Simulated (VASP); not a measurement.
# BiB (rocksalt type) (Fm-3m) in VASP: further runs

Runs on BiB (rocksalt type). Level: PBE. Tasks: relaxation of cell and atoms.

All numbers are computed with VASP 6.6.1; they aren't measurements. Logs are shortened: lines on timing, memory, paths and dates and some standing lists are left out, and cuts for length are marked.

## 1. The cell of the first run

The structure is cubic, space group Fm-3m (No. 225). Conventional cell: a = 4.823 Å, b = 4.823 Å, c = 4.823 Å, α = 90.00°, β = 90.00°, γ = 90.00°. B (site symmetry m-3m) has 6 Bi at 2.41 Å within 3.2 Å. Within 3.2 Å of Bi (site symmetry m-3m) lie 6 B at 2.41 Å.

## 2. Relaxation of cell and atoms, PBE

INCAR

```
PREC = Accurate
ENCUT = 600
EDIFF = 1E-6
ISMEAR = -1
SIGMA = 0.1
LREAL = False
LASPH = True
NELM = 80
ALGO = Normal
ISIF = 3
LWAVE = False
LCHARG = False
GGA = PE
IBRION = 2
NSW = 60
EDIFFG = -0.005
```

KPOINTS

```
Automatic mesh
0
Gamma
  14 14 14
```

POSCAR

```
BiB
1.0
    0.0000000000      2.4112715217      2.4112715217
    2.4112715217      0.0000000000      2.4112715217
    2.4112715217      2.4112715217      0.0000000000
B Bi
1 1
Direct
    0.0000000000      0.0000000000      0.0000000000
    0.5000000000      0.5000000000      0.5000000000
```

Potentials or basis: VASP PAW PBE potentials, release 64 (B, Bi_d).

On the command line:

```console
> cat potpaw_PBE.64/B/POTCAR potpaw_PBE.64/Bi_d/POTCAR > POTCAR
> mpirun -np 1 vasp_std > vasp.out
```

OUTCAR:

```text
PREC = Accurate
   ENCUT = 600
   EDIFF = 1E-6
   ISMEAR = -1
   LREAL = False
   LASPH = True
   NELM = 80
   ISIF = 3
   GGA = PE
   IBRION = 2
   NSW = 60
   EDIFFG = -0.005

 ion  position               nearest neighbor table
   1  0.000  0.000  0.000-   2 2.41   2 2.41   2 2.41   2 2.41   2 2.41   2 2.41
   2  0.500  0.500  0.500-   1 2.41   1 2.41   1 2.41   1 2.41   1 2.41   1 2.41

  LATTYP: Found a face centered cubic cell.
 ALAT       =     4.8225430434

  Lattice vectors:

 A1 = (   0.0000000000,   2.4112715217,   2.4112715217)
 A2 = (   2.4112715217,   0.0000000000,   2.4112715217)
 A3 = (   2.4112715217,   2.4112715217,   0.0000000000)

Analysis of symmetry for initial positions (statically):
=====================================================================
 Subroutine PRICEL returns:
 Original cell was already a primitive cell.

 Routine SETGRP: Setting up the symmetry group for a
 face centered cubic supercell.

 Subroutine GETGRP returns: Found 48 space group operations
 (whereof 48 operations were pure point group operations)
 out of a pool of 48 trial point group operations.

The static configuration has the point symmetry O_h .

Analysis of symmetry for dynamics (positions and initial velocities):
=====================================================================
 Subroutine PRICEL returns:
 Original cell was already a primitive cell.

 Routine SETGRP: Setting up the symmetry group for a
 face centered cubic supercell.

 Subroutine GETGRP returns: Found 48 space group operations
 (whereof 48 operations were pure point group operations)
 out of a pool of 48 trial point group operations.

The dynamic configuration has the point symmetry O_h .

 Subroutine INISYM returns: Found 48 space group operations
 (whereof 48 operations are pure point group operations),
 and found     1 'primitive' translations

----------------------------------------------------------------------------------------

                                     Primitive cell

  volume of cell :      28.0394

  direct lattice vectors                    reciprocal lattice vectors
     0.000000000  2.411271522  2.411271522    -0.207359476  0.207359476  0.207359476
     2.411271522  0.000000000  2.411271522     0.207359476 -0.207359476  0.207359476
     2.411271522  2.411271522  0.000000000     0.207359476  0.207359476 -0.207359476

  length of vectors
     3.410052889  3.410052889  3.410052889     0.359157148  0.359157148  0.359157148

  position of ions in fractional coordinates (direct lattice)
     0.000000000  0.000000000  0.000000000
     0.500000000  0.500000000  0.500000000

  ion indices of the primitive-cell ions
   primitive index   ion index
                 1           1
                 2           2

----------------------------------------------------------------------------------------

 KPOINTS: Automatic mesh

Automatic generation of k-mesh.
 Grid dimensions read from file:
 generate k-points for:   14   14   14

 Generating k-lattice:

  Cartesian coordinates                     Fractional coordinates (reciprocal lattice)
    -0.014811391  0.014811391  0.014811391     0.071428571  0.000000000  0.000000000
     0.014811391 -0.014811391  0.014811391     0.000000000  0.071428571  0.000000000
     0.014811391  0.014811391 -0.014811391     0.000000000  0.000000000  0.071428571

  Length of vectors
     0.025654082  0.025654082  0.025654082

  Shift w.r.t. Gamma in fractional coordinates (k-lattice)
     0.000000000  0.000000000  0.000000000

 Subroutine IBZKPT returns following result:
 ===========================================

 Found    104 irreducible k-points:

 Following reciprocal coordinates:
            Coordinates               Weight
  0.000000  0.000000  0.000000      1.000000
  0.071429  0.000000  0.000000      8.000000
  0.142857  0.000000  0.000000      8.000000
  0.214286  0.000000  0.000000      8.000000
  0.285714  0.000000  0.000000      8.000000
  0.357143  0.000000  0.000000      8.000000
[... 16 lines left out ...]
  0.214286  0.142857  0.000000     24.000000
  0.285714  0.142857  0.000000     24.000000
 [... further k-points ...]
   k-points           NKPTS =    104   k-points in BZ     NKDIM =    104   number of bands    NBANDS=     13
   number of dos      NEDOS =    301   number of ions     NIONS =      2
   total plane-waves  NPLWV =  21952
   dimension x,y,z NGX =    28 NGY =   28 NGZ =   28
   dimension x,y,z NGXF=    56 NGYF=   56 NGZF=   56
   ions per type =               1   1
   NGX,Y,Z   is equivalent  to a cutoff of  13.65, 13.65, 13.65 a.u.
   NGXF,Y,Z  is equivalent  to a cutoff of  27.30, 27.30, 27.30 a.u.
 SYSTEM =  unknown system
   PREC   = accura    normal or accurate (medium, high low for compatibility)
   ISTART =      0    job   : 0-new  1-cont  2-samecut
   ICHARG =      2    charge: 1-file 2-atom 10-const
   ISPIN  =      1    spin polarized calculation?
   LNONCOLLINEAR =      F non collinear calculations
   LSORBIT =      F    spin-orbit coupling
   LASPH  =      T    aspherical Exc in radial PAW
   ENCUT  =  600.0 eV  44.10 Ry    6.64 a.u.   6.81  6.81  6.81*2*pi/ulx,y,z
   NELM   =     80;   NELMIN=  2; NELMDL= -5     # of ELM steps
   EDIFF  = 0.1E-05   stopping-criterion for ELM
   LREAL  =      F    real-space projection
   EDIFFG = -.5E-02   stopping-criterion for IOM
   NSW    =     60    number of steps for IOM
   IBRION =      2    ionic relax: 0-MD 1-quasi-New 2-CG
   NFREE  =      1    steps in history (QN), initial steepest desc. (CG)
   ISIF   =      3    stress and relaxation
   ISYM   =      2    0-nonsym 1-usesym 2-fastsym
   POTIM  = 0.5000    time-step for ionic-motion
   TEBEG  =    0.0;   TEEND  =   0.0 temperature during run
   PSTRESS=    0.0 pullay stress
   NELECT =      18.0000    total number of electrons
   NUPDOWN=      -1.0000    fix difference up-down
   EMIN   =  10.00;   EMAX   =-10.00  energy-range for DOS
   EFERMI =   0.00;   METHOD = LEGACY
   ISMEAR =    -1;   SIGMA  =   0.10  broadening in eV -4-tet -1-fermi 0-gaus
   EFERMI_NEDOS =   21; number of points for ismear=-14 and -15
   IALGO  =     38    algorithm
   IMIX   =      4    mixing-type and parameters
     AMIX     =   0.40;   BMIX     =  1.00
     AMIX_MAG =   1.60;   BMIX_MAG =  1.00
  volume/ion in A,a.u.               =      14.02        94.61
  Fermi-wavevector in a.u.,A,eV,Ry     =   1.412243  2.668753 27.135886  1.994431
  Thomas-Fermi vector in A             =   2.534012
   LORBIT       =      0    0 simple, 1 ext, 2 COOP (PROOUT), +10 PAW based schemes
   GGA     = PE    functional components
   LHFCALC =     F    Hartree Fock is set to
   AEXX    =    0.0000 exact exchange contribution
   IVDW    =     0    specifies the selected vdW correction
   LEPSILON=     F    determine dielectric tensor
   LRPA    =     F    only Hartree local field effects (RPA)
 conjugate gradient relaxation of ions
 non-spin polarized calculation
  energy-cutoff  :      600.00
  volume of cell :       28.04
 maximum number of plane-waves:       960
   NGX = 13   NGY = 13   NGZ = 13

--------------------------------------- Ionic step        1  -------------------------------------------

 number of electron      17.9999997 magnetization

 Free energy of the ion-electron system (eV)
  ---------------------------------------------------
  ext. energy  EPLUGINS =         0.00000000
  ---------------------------------------------------
  free energy    TOTEN  =        -7.34879220 eV

  energy without entropy =       -7.32363832  energy(sigma->0) =       -7.33621526

 E-fermi :  11.9915     XC(G=0): -12.2407

 val. band max:       11.9871672464   @ k =  -0.2857   0.2143   0.0000
 cond. band min:      11.9991346862   @ k =  -0.4286   0.3571   0.0714
 fundamental gap:      0.0119674398
 Fermi energy:        11.9915423095

 k-point     1 :       0.0000    0.0000    0.0000
  band No.  band energies     occupation
      1     -11.3037      2.00000
      2     -11.3037      2.00000
      3     -11.3037      2.00000
      4     -11.2310      2.00000
      5     -11.2310      2.00000
      6      -4.7030      2.00000
      7      11.5461      1.97701
      8      11.5461      1.97701
      9      11.5461      1.97701
     10      14.9372      0.00000
     11      20.0699      0.00000
     12      20.4628      0.00000
[... 863 lines left out ...]
  FREE ENERGIE OF THE ION-ELECTRON SYSTEM (eV)
  ---------------------------------------------------
  free  energy   TOTEN  =        -8.2068118608 eV

  energy  without entropy=       -8.1744395258  energy(sigma->0) =       -8.19062569

[... ionic steps 4 to 16 ...]

--------------------------------------- Ionic step       17  -------------------------------------------

 number of electron      17.9999999 magnetization

------------------------ aborting loop because EDIFF is reached ----------------------------------------

  FORCE on cell =-STRESS in cart. coord.  units (eV):
  Direction    XX          YY          ZZ          XY          YZ          ZX
  --------------------------------------------------------------------------------------
  -------------------------------------------------------------------------------------
  Total       -0.0309167     -0.0309167     -0.0309167      0.0000000     -0.0000000      0.0000000
  in kB       -1.3455717     -1.3455717     -1.3455717      0.0000000     -0.0000000      0.0000000
  external PRESSURE =      -1.3455717 kB  Pullay stress =       0.0000000 kB
[... 57 lines left out ...]
  energy  without entropy=       -8.1744596688  energy(sigma->0) =       -8.19063871

--------------------------------------- Ionic step       19  -------------------------------------------

 number of electron      17.9999999 magnetization

 Free energy of the ion-electron system (eV)
  ---------------------------------------------------
  ext. energy  EPLUGINS =         0.00000000
  ---------------------------------------------------
  free energy    TOTEN  =        -8.20681758 eV

  energy without entropy =       -8.17447934  energy(sigma->0) =       -8.19064846

 E-fermi :   8.0438     XC(G=0): -10.9105

 val. band max:        8.0388059182   @ k =   0.0714   0.0000   0.0000
 cond. band min:       8.0810776853   @ k =   0.0000   0.0000   0.0000
 fundamental gap:      0.0422717670
 Fermi energy:         8.0438363108

 k-point     1 :       0.0000    0.0000    0.0000
  band No.  band energies     occupation
      1     -14.7387      2.00000
      2     -14.7387      2.00000
      3     -14.7387      2.00000
      4     -14.7065      2.00000
      5     -14.7065      2.00000
      6      -5.9974      2.00000
      7       8.0212      1.11293
      8       8.0212      1.11293
      9       8.0212      1.11293
     10       8.0811      0.81592
     11      14.6242      0.00000
     12      14.6242      0.00000
[... 398 lines left out ...]
  FREE ENERGIE OF THE ION-ELECTRON SYSTEM (eV)
  ---------------------------------------------------
  free  energy   TOTEN  =        -8.2068175838 eV

  energy  without entropy=       -8.1744793437  energy(sigma->0) =       -8.19064846

 reached required accuracy - stopping structural energy minimisation
```

It took 2 min on 1 thread of Intel Xeon 6975P-C (Granite Rapids), shared host; peak memory 0.2 GiB.

Results:

- Free energy: -8.2068 eV
- Relaxed volume: 18.37 Å³/atom
- Relaxed cell: a = 3.732 Å, b = 3.732 Å, c = 3.732 Å, α = 60.00°, β = 60.00°, γ = 60.00°
- Space group after relaxing (to 0.05 Å): Fm-3m (No. 225)
- Energy gained by relaxing: 429.0 meV/atom
- Ionic steps: 19
- Pressure after relaxing: 0.0 GPa
- Band gap on the k mesh: zero (band 9 reaches 9.29 eV, above the bottom of band 10 at 5.24 eV)

The path:
```csv
step,energy change (eV),largest force (eV/Å),pressure (GPa),volume (Å³)
1,0.0000,0.0000,40.43,28.04
2,-0.5366,0.0000,-10.46,44.99
3,-0.8580,0.0000,-0.06,36.80
4,-0.8579,0.0000,0.39,36.60
5,-0.8579,0.0000,0.38,36.61
6,-0.8579,0.0000,0.34,36.62
7,-0.8579,0.0000,0.32,36.62
8,-0.8579,0.0000,0.32,36.62
9,-0.8579,0.0000,0.33,36.62
10,-0.8579,0.0000,0.33,36.62
11,-0.8579,0.0000,0.34,36.62
12,-0.8579,0.0000,0.36,36.62
13,-0.8579,0.0000,0.31,36.63
14,-0.8579,0.0000,0.30,36.64
15,-0.8580,0.0000,0.26,36.66
16,-0.8580,0.0000,0.21,36.71
17,-0.8580,0.0000,-0.13,36.81
18,-0.8580,0.0000,-0.11,36.77
19,-0.8580,0.0000,-0.03,36.74
```

Final structure:
```yaml
crystal:
  lattice:
    - [0.00000, 2.63867, 2.63867]
    - [2.63867, 0.00000, 2.63867]
    - [2.63867, 2.63867, 0.00000]
  atoms:
    - { symbol: B, position: [0.00000, 0.00000, 0.00000] }
    - { symbol: Bi, position: [0.50000, 0.50000, 0.50000] }
```

Levels at points of the mesh, in eV from the Fermi level:
| k point | band 5 | band 6 | band 7 | band 8 | band 9 | band 10 | band 11 | band 12 | band 13 |
| --- | --- | --- | --- | --- | --- | --- | --- | --- | --- |
| (0.00, 0.00, 0.00) | -22.75 | -14.04 | -0.02 | -0.02 | -0.02 | 0.04 | 6.58 | 6.58 | 6.58 |
| (0.50, 0.00, 0.00) | -22.70 | -11.27 | -8.23 | 1.09 | 1.09 | 1.91 | 1.91 | 2.84 | 2.85 |
| (0.50, 0.50, 0.00) | -22.68 | -10.35 | -6.03 | -4.03 | -2.81 | -2.81 | 4.09 | 8.43 | 8.43 |

Caveat: the volume moved by over 15 % at a fixed basis, so the end points are rough; spin-orbit coupling is left out, which moves the levels of the heavy elements.

(Continued in part 2 of 2.)
